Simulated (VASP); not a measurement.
# SiC (zincblende type) (F-43m) in VASP: relaxation of cell and atoms with PBE

Aim: the relaxation of cell and atoms of SiC (zincblende type) with PBE.

Everything below comes from runs of VASP 6.6.1. Logs are shortened: lines on timing, memory, paths and dates and some standing lists are left out, and cuts for length are marked.

## 1. The cell of the first run

The structure is cubic, space group F-43m (No. 216). Conventional cell: a = 4.465 Å, b = 4.465 Å, c = 4.465 Å, α = 90.00°, β = 90.00°, γ = 90.00°. Within 2.6 Å of Si (site symmetry -43m) lie 4 C at 1.93 Å. C (site symmetry -43m) has 4 Si at 1.93 Å within 2.6 Å.

## 2. Relaxation of cell and atoms, PBE

INCAR reads:

```
SYSTEM = SiC
ALGO = Normal
EDIFF = 1E-6
EDIFFG = -0.005
ENCUT = 600
GGA = PE
IBRION = 2
ISIF = 3
ISMEAR = -1
LASPH = .True.
LCHARG = .False.
LREAL = .False.
LWAVE = .False.
NELM = 80
NSW = 100
PREC = Accurate
SIGMA = 0.08
```

KPOINTS reads:

```
k-points
0
Gamma
  16 16 16
  0 0 0
```

POSCAR reads:

```
SiC
1.0
    0.0000000000      2.2322827293      2.2322827293
    2.2322827293      0.0000000000      2.2322827293
    2.2322827293      2.2322827293      0.0000000000
Si C
1 1
Direct
    0.0000000000      0.0000000000      0.0000000000
    0.2500000000      0.2500000000      0.2500000000
```

Potentials or basis: VASP PAW PBE potentials, release 64 (Si, C).

Started as:

```bash
cat potpaw_PBE.64/Si/POTCAR potpaw_PBE.64/C/POTCAR > POTCAR
mpirun -np 1 vasp_std > vasp.out
```

OUTCAR:

```text
SYSTEM = SiC
   EDIFF = 1E-6
   EDIFFG = -0.005
   ENCUT = 600
   GGA = PE
   IBRION = 2
   ISIF = 3
   ISMEAR = -1
   LASPH = .True.
   LREAL = .False.
   NELM = 80
   NSW = 100
   PREC = Accurate

 ion  position               nearest neighbor table
   1  0.000  0.000  0.000-   2 1.93   2 1.93   2 1.93   2 1.93
   2  0.250  0.250  0.250-   1 1.93   1 1.93   1 1.93   1 1.93

  LATTYP: Found a face centered cubic cell.
 ALAT       =     4.4645654586

  Lattice vectors:

 A1 = (   0.0000000000,   2.2322827293,   2.2322827293)
 A2 = (   2.2322827293,   0.0000000000,   2.2322827293)
 A3 = (   2.2322827293,   2.2322827293,   0.0000000000)

Analysis of symmetry for initial positions (statically):
=====================================================================
 Subroutine PRICEL returns:
 Original cell was already a primitive cell.

 Routine SETGRP: Setting up the symmetry group for a
 face centered cubic supercell.

 Subroutine GETGRP returns: Found 24 space group operations
 (whereof 24 operations were pure point group operations)
 out of a pool of 48 trial point group operations.

The static configuration has the point symmetry T_d .

Analysis of symmetry for dynamics (positions and initial velocities):
=====================================================================
 Subroutine PRICEL returns:
 Original cell was already a primitive cell.

 Routine SETGRP: Setting up the symmetry group for a
 face centered cubic supercell.

 Subroutine GETGRP returns: Found 24 space group operations
 (whereof 24 operations were pure point group operations)
 out of a pool of 48 trial point group operations.

The dynamic configuration has the point symmetry T_d .

 Subroutine INISYM returns: Found 24 space group operations
 (whereof 24 operations are pure point group operations),
 and found     1 'primitive' translations

----------------------------------------------------------------------------------------

                                     Primitive cell

  volume of cell :      22.2473

  direct lattice vectors                    reciprocal lattice vectors
     0.000000000  2.232282729  2.232282729    -0.223985964  0.223985964  0.223985964
     2.232282729  0.000000000  2.232282729     0.223985964 -0.223985964  0.223985964
     2.232282729  2.232282729  0.000000000     0.223985964  0.223985964 -0.223985964

  length of vectors
     3.156924511  3.156924511  3.156924511     0.387955071  0.387955071  0.387955071

  position of ions in fractional coordinates (direct lattice)
     0.000000000  0.000000000  0.000000000
     0.250000000  0.250000000  0.250000000

  ion indices of the primitive-cell ions
   primitive index   ion index
                 1           1
                 2           2

----------------------------------------------------------------------------------------

 KPOINTS: k-points

Automatic generation of k-mesh.
 Grid dimensions read from file:
 generate k-points for:   16   16   16

 Generating k-lattice:

  Cartesian coordinates                     Fractional coordinates (reciprocal lattice)
    -0.013999123  0.013999123  0.013999123     0.062500000  0.000000000  0.000000000
     0.013999123 -0.013999123  0.013999123     0.000000000  0.062500000  0.000000000
     0.013999123  0.013999123 -0.013999123     0.000000000  0.000000000  0.062500000

  Length of vectors
     0.024247192  0.024247192  0.024247192

  Shift w.r.t. Gamma in fractional coordinates (k-lattice)
     0.000000000  0.000000000  0.000000000

 Subroutine IBZKPT returns following result:
 ===========================================

 Found    145 irreducible k-points:

 Following reciprocal coordinates:
            Coordinates               Weight
  0.000000  0.000000  0.000000      1.000000
  0.062500  0.000000  0.000000      8.000000
  0.125000  0.000000  0.000000      8.000000
  0.187500  0.000000  0.000000      8.000000
  0.250000  0.000000  0.000000      8.000000
  0.312500  0.000000  0.000000      8.000000
[... 16 lines left out ...]
 -0.125000  0.062500  0.000000     24.000000
 -0.062500  0.062500  0.000000     12.000000
 [... further k-points ...]
   k-points           NKPTS =    145   k-points in BZ     NKDIM =    145   number of bands    NBANDS=      8
   number of dos      NEDOS =    301   number of ions     NIONS =      2
   total plane-waves  NPLWV =  21952
   dimension x,y,z NGX =    28 NGY =   28 NGZ =   28
   dimension x,y,z NGXF=    56 NGYF=   56 NGZF=   56
   ions per type =               1   1
   NGX,Y,Z   is equivalent  to a cutoff of  14.75, 14.75, 14.75 a.u.
   NGXF,Y,Z  is equivalent  to a cutoff of  29.49, 29.49, 29.49 a.u.
 SYSTEM =  SiC
   PREC   = accura    normal or accurate (medium, high low for compatibility)
   ISTART =      0    job   : 0-new  1-cont  2-samecut
   ICHARG =      2    charge: 1-file 2-atom 10-const
   ISPIN  =      1    spin polarized calculation?
   LNONCOLLINEAR =      F non collinear calculations
   LSORBIT =      F    spin-orbit coupling
   LASPH  =      T    aspherical Exc in radial PAW
   ENCUT  =  600.0 eV  44.10 Ry    6.64 a.u.   6.31  6.31  6.31*2*pi/ulx,y,z
   NELM   =     80;   NELMIN=  2; NELMDL= -5     # of ELM steps
   EDIFF  = 0.1E-05   stopping-criterion for ELM
   LREAL  =      F    real-space projection
   EDIFFG = -.5E-02   stopping-criterion for IOM
   NSW    =    100    number of steps for IOM
   IBRION =      2    ionic relax: 0-MD 1-quasi-New 2-CG
   NFREE  =      1    steps in history (QN), initial steepest desc. (CG)
   ISIF   =      3    stress and relaxation
   ISYM   =      2    0-nonsym 1-usesym 2-fastsym
   POTIM  = 0.5000    time-step for ionic-motion
   TEBEG  =    0.0;   TEEND  =   0.0 temperature during run
   PSTRESS=    0.0 pullay stress
   NELECT =       8.0000    total number of electrons
   NUPDOWN=      -1.0000    fix difference up-down
   EMIN   =  10.00;   EMAX   =-10.00  energy-range for DOS
   EFERMI =   0.00;   METHOD = LEGACY
   ISMEAR =    -1;   SIGMA  =   0.08  broadening in eV -4-tet -1-fermi 0-gaus
   EFERMI_NEDOS =   21; number of points for ismear=-14 and -15
   IALGO  =     38    algorithm
   IMIX   =      4    mixing-type and parameters
     AMIX     =   0.40;   BMIX     =  1.00
     AMIX_MAG =   1.60;   BMIX_MAG =  1.00
  volume/ion in A,a.u.               =      11.12        75.07
  Fermi-wavevector in a.u.,A,eV,Ry     =   1.164159  2.199941 18.439515  1.355266
  Thomas-Fermi vector in A             =   2.300700
   LORBIT       =      0    0 simple, 1 ext, 2 COOP (PROOUT), +10 PAW based schemes
   GGA     = PE    functional components
   LHFCALC =     F    Hartree Fock is set to
   AEXX    =    0.0000 exact exchange contribution
   IVDW    =     0    specifies the selected vdW correction
   LEPSILON=     F    determine dielectric tensor
   LRPA    =     F    only Hartree local field effects (RPA)
 conjugate gradient relaxation of ions
 non-spin polarized calculation
  energy-cutoff  :      600.00
  volume of cell :       22.25
 maximum number of plane-waves:       754
 NGX is ok and might be reduce to    28
   NGX = 13   NGY = 13   NGZ = 13

--------------------------------------- Ionic step        1  -------------------------------------------

 number of electron       8.0000000 magnetization

 Free energy of the ion-electron system (eV)
  ---------------------------------------------------
  ext. energy  EPLUGINS =         0.00000000
  ---------------------------------------------------
  free energy    TOTEN  =       -15.01769862 eV

  energy without entropy =      -15.01769713  energy(sigma->0) =      -15.01769787

------------------------ aborting loop because EDIFF is reached ----------------------------------------

  FORCE on cell =-STRESS in cart. coord.  units (eV):
  Direction    XX          YY          ZZ          XY          YZ          ZX
  --------------------------------------------------------------------------------------
  -------------------------------------------------------------------------------------
  Total       -1.5358677     -1.5358677     -1.5358677      0.0000000      0.0000000      0.0000000
  in kB     -110.6080650   -110.6080650   -110.6080650      0.0000000      0.0000000      0.0000000
  external PRESSURE =    -110.6080650 kB  Pullay stress =       0.0000000 kB

 VOLUME and BASIS-vectors are now :
 -----------------------------------------------------------------------------
  energy-cutoff  :      600.00
  volume of cell :       22.25
      direct lattice vectors                 reciprocal lattice vectors
     0.000000000  2.232282729  2.232282729    -0.223985964  0.223985964  0.223985964
     2.232282729  0.000000000  2.232282729     0.223985964 -0.223985964  0.223985964
     2.232282729  2.232282729  0.000000000     0.223985964  0.223985964 -0.223985964
[... 145 lines left out ...]
 POSITION                                       TOTAL-FORCE (eV/Angst)
 -----------------------------------------------------------------------------------
      2.18955      2.18955     -0.00000        -0.000000     -0.000000     -0.000000
      1.09478      1.09478      1.09478         0.000000      0.000000      0.000000
 -----------------------------------------------------------------------------------
    total drift:                               -0.000000     -0.000000     -0.000000

  FREE ENERGIE OF THE ION-ELECTRON SYSTEM (eV)
  ---------------------------------------------------
  free  energy   TOTEN  =       -15.0636469581 eV

  energy  without entropy=      -15.0636450200  energy(sigma->0) =      -15.06364599

--------------------------------------- Ionic step        6  -------------------------------------------

 number of electron       8.0000000 magnetization

 Free energy of the ion-electron system (eV)
  ---------------------------------------------------
  ext. energy  EPLUGINS =         0.00000000
  ---------------------------------------------------
  free energy    TOTEN  =       -15.06365211 eV

  energy without entropy =      -15.06365016  energy(sigma->0) =      -15.06365114

 E-fermi :   8.7185     XC(G=0): -11.2954

 val. band max:        7.9507637095   @ k =   0.0000   0.0000   0.0000
 cond. band min:       9.3211813395   @ k =   0.5000   0.5000   0.0000
 fundamental gap:      1.3704176300
 Fermi energy:         8.7185153389

 k-point     1 :       0.0000    0.0000    0.0000
  band No.  band energies     occupation
      1      -7.3434      2.00000
      2       7.9508      1.99986
      3       7.9508      1.99986
      4       7.9508      1.99986
      5      14.0215      0.00000
      6      15.1632      0.00000
      7      15.1632      0.00000
      8      15.1632      0.00000

 k-point     2 :       0.0625    0.0000    0.0000
  band No.  band energies     occupation
      1      -7.2678      2.00000
      2       7.5252      2.00000
      3       7.8963      1.99993
      4       7.8963      1.99993
      5      14.2028      0.00000
      6      15.2177      0.00000
      7      15.2651      0.00000
      8      15.2651      0.00000
[... 221 lines left out ...]
 k-point    23 :      -0.1250    0.0625    0.0000
  band No.  band energies     occupation
      1      -6.8678      2.00000
      2       5.9889      2.00000
      3       7.2097      2.00000
      4       7.8425      1.99996
      5      14.4737      0.00000
      6      15.3397      0.00000
      7      15.4701      0.00000
      8      16.3116      0.00000

 k-point    24 :      -0.0625    0.0625    0.0000
  band No.  band energies     occupation
      1      -7.1422      2.00000
      2       7.0407      2.00000
      3       7.5476      2.00000
      4       7.9271      1.99990
      5      14.4260      0.00000
      6      15.1004      0.00000
      7      15.2884      0.00000
      8      15.7704      0.00000

 [... further k-points ...]

------------------------ aborting loop because EDIFF is reached ----------------------------------------

  FORCE on cell =-STRESS in cart. coord.  units (eV):
  Direction    XX          YY          ZZ          XY          YZ          ZX
  --------------------------------------------------------------------------------------
  -------------------------------------------------------------------------------------
  Total       -0.0009770     -0.0009770     -0.0009770      0.0000000      0.0000000      0.0000000
  in kB       -0.0746019     -0.0746019     -0.0746019      0.0000000      0.0000000      0.0000000
  external PRESSURE =      -0.0746019 kB  Pullay stress =       0.0000000 kB

 VOLUME and BASIS-vectors are now :
 -----------------------------------------------------------------------------
  energy-cutoff  :      600.00
  volume of cell :       20.98
      direct lattice vectors                 reciprocal lattice vectors
    -0.000000000  2.189121426  2.189121426    -0.228402132  0.228402132  0.228402132
     2.189121426 -0.000000000  2.189121426     0.228402132 -0.228402132  0.228402132
     2.189121426  2.189121426 -0.000000000     0.228402132  0.228402132 -0.228402132

 POSITION                                       TOTAL-FORCE (eV/Angst)
 -----------------------------------------------------------------------------------
      0.00000      0.00000      0.00000        -0.000000     -0.000000     -0.000000
      1.09456      1.09456      1.09456         0.000000      0.000000      0.000000
 -----------------------------------------------------------------------------------
    total drift:                               -0.000000     -0.000000     -0.000000

  FREE ENERGIE OF THE ION-ELECTRON SYSTEM (eV)
  ---------------------------------------------------
  free  energy   TOTEN  =       -15.0636521087 eV

  energy  without entropy=      -15.0636501648  energy(sigma->0) =      -15.06365114

 reached required accuracy - stopping structural energy minimisation
```

Run time: 50 s. Hardware: 1 thread of Intel Xeon 6975P-C (Granite Rapids), shared host; peak memory 0.17 GiB.

Results:

```
Free energy                            : -15.0637 eV
Relaxed volume                         : 10.49 Å³/atom
Relaxed cell                           : a = 3.096 Å, b = 3.096 Å, c = 3.096 Å, α = 60.00°, β = 60.00°, γ = 60.00°
Space group after relaxing (to 0.05 Å) : F-43m (No. 216)
Energy gained by relaxing              : 23.0 meV/atom
Ionic steps                            : 6
Pressure after relaxing                : 0.0 GPa
Band gap on the k mesh                 : 1.37 eV, indirect (least direct gap 4.53 eV)
```

Step by step:
```
step  energy change (eV)  largest force (eV/Å)  pressure (GPa)  volume (Å³)
   1              0.0000                0.0000          -11.06        22.25
   2             -0.0030                0.0000           12.92        19.87
   3             -0.0460                0.0000           -0.09        20.99
   4             -0.0459                0.0000            0.15        20.97
   5             -0.0459                0.0000           -0.12        20.99
   6             -0.0460                0.0000           -0.01        20.98
```

Final structure:
```xyz
2
Lattice="0.0000 2.1891 2.1891 2.1891 0.0000 2.1891 2.1891 2.1891 0.0000" Properties=species:S:1:pos:R:3 pbc="T T T"
Si    0.0000    0.0000    0.0000
C     1.0946    1.0946    1.0946
```

Levels at points of the mesh, in eV from the valence-band top:
```tsv
k point	band 2	band 3	band 4	band 5	band 6	band 7
(0.00, 0.00, 0.00)	0.00	0.00	0.00	6.07	7.21	7.21
(0.50, 0.00, 0.00)	-8.46	-1.05	-1.05	5.31	7.17	7.17
(0.50, 0.50, 0.00)	-7.75	-3.16	-3.16	1.37	4.27	13.87
```

A k mesh can miss the band edges. PBE gaps usually lie below the measured ones, often by a third to a half.
